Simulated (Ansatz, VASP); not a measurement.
**Ni: VASP beside Ansatz**

```
Ni
1.0
     2.35897    0.00000    0.00000
     0.00000    2.35897    0.00000
     0.00000    0.00000    2.35897
Ni
1
Direct
  0.00000 0.00000 0.00000
```

Alike in both runs: task single point; functional PBE; k mesh 15 × 15 × 15; occupations fermi-dirac, width 0.05 eV; collinear spin.

|  | VASP | Ansatz |
| --- | --- | --- |
| version | VASP 6.6.1 | Ansatz 0.2.0 |
| potentials or method | VASP PAW PBE potentials, release 64 (Ni), cutoff 520 eV | plane waves (420 eV) with PAW, scalar-relativistic |
| valence electrons in the cell | 10 | 18 |

Ansatz gave:

```
pressure (GPa)                                                : -4.6
net moment per atom (μB)                                      : 0.63
size of the moment on the site where the two differ most (μB) : 0.65
```

Which values does VASP return?

Pressure (GPa): -4.8; net moment per atom (μB): 0.60; size of the moment on the site where the two differ most (μB): 0.61.

Site moments also hang on the region over which each program counts them. VASP's potentials hold 10 valence electrons a cell and Ansatz's 18, so a difference there can come from the potentials and not from the codes.
